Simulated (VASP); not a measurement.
Set up this calculation in VASP 6.6.1, as the native input.

```yaml
Task: electric field gradients
Functional: LDA
Potentials_or_basis: VASP PAW LDA potentials, release 64 (Cd, S)
Cutoff: 520 eV
k_mesh: 8 × 8 × 4
Occupations: fermi-dirac, width 0.02 eV
Spin: no spin polarisation
Dipole_correction: no
Further_INCAR_settings: ALGO = Normal; EDIFF = 1e-08; NBANDS = 26
```

The structure of CdS lies in POSCAR:

```
CdS
1.0
    4.1209703402      0.0000000000      0.0000000000
   -2.0604851701      3.5688650029      0.0000000000
    0.0000000000      0.0000000000      6.7264279250
Cd S
2 2
Direct
    0.3333333333      0.6666666667      0.0000000000
    0.6666666667      0.3333333333      0.5000000000
    0.3333333333      0.6666666667      0.3850000000
    0.6666666667      0.3333333333      0.8850000000
```

This cell differs from its parent crystal: volume scaled by 0.99.

One way to write it, as run:

INCAR

```
SYSTEM = CdS
PREC     = Accurate       ! precision mode
ENCUT    = 520            ! plane-wave cutoff, eV
EDIFF    = 1E-8           ! SCF threshold, eV
ISMEAR   = -1             ! smearing method
SIGMA    = 0.02           ! smearing width, eV
LREAL    = .False.        ! projectors in reciprocal space
LASPH    = .True.         ! aspherical terms in the spheres
NELM     = 60             ! most SCF steps
ALGO     = Normal         ! electronic algorithm
ISIF     = 2              ! what is computed and relaxed
LWAVE    = .False.        ! write WAVECAR
LCHARG   = .False.        ! write CHGCAR
GGA      = CA             ! functional
LEFG     = .True.       
NBANDS   = 26             ! bands
```

KPOINTS

```
Automatic mesh
0
Gamma
  8 8 4
  0 0 0
```

Potentials or basis: VASP PAW LDA potentials, release 64 (Cd, S).

Run with:

```console
$ cat potpaw_LDA.64/Cd/POTCAR potpaw_LDA.64/S/POTCAR > POTCAR
$ mpirun -np 1 vasp_std > vasp.out
```

It gave:

The pressure is -1.7 GPa. The largest force is 0.258 eV/Å and the band gap on the k mesh is 0.99 eV, direct.

Caveat: without QUAD_EFG the Cq values of the log hold for a quadrupole moment of 1 mb, not for the nuclei.

Wall time 66 s on 1 thread of Intel(R) Xeon(R) Platinum 8375C CPU @ 2.90GHz (Ice Lake), with other jobs on the host, peak memory 0.21 GiB.
